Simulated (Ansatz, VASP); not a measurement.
**Two plane-wave programs on BeC**

```xyz
8
Lattice="-0.5058 -0.2147 -2.5200 -1.9732 -3.6666 -0.6070 -4.4587 3.0070 -0.6630" Properties=species:S:1:pos:R:3 pbc="T T T"
Be   -3.1998    0.6549   -2.0396
Be   -1.9570   -2.6819   -2.0116
Be   -4.9807    1.8077   -1.7784
Be   -3.7380   -1.5291   -1.7504
C    -5.3011   -1.1236   -2.7831
C    -2.0851   -0.7938   -2.1481
C    -4.8526   -0.0805   -1.6419
C    -1.6367    0.2493   -1.0068
```

Change from the starting cell: CrB type (Cmcm, No. 63); cell x2, atoms moved at random (sigma 0.05 Å) and cell strained at random (1.5 %), then relaxed without symmetry.

Alike in both runs: functional PBE; k mesh 10 × 6 × 4; occupations gaussian, width 0.1 eV; no spin polarisation.

Ansatz relaxed the structure, and its values are those at the end. VASP's run is a single point on that final structure, the one shown.

```csv
,VASP,Ansatz
version,VASP 6.6.1,Ansatz 0.2.0
potentials or method,"VASP PAW PBE potentials, release 64 (Be, C), cutoff 520 eV","scalar-relativistic, plane waves, PAW"
valence electrons in the cell,24,24
```

VASP gave:

| Property | Result |
| --- | --- |
| gap on the k mesh at the Fermi level (eV) | none |
| pressure (GPa) | 0.4 |
| rms of the force components (eV/Å) | 0.009 |

Question: Estimate Ansatz's values.

Answer: gap on the k mesh at the Fermi level (eV): none; pressure (GPa): 0.0; rms of the force components (eV/Å): 0.002.

A gap of «none» marks a metal or a gap that the smearing closes.
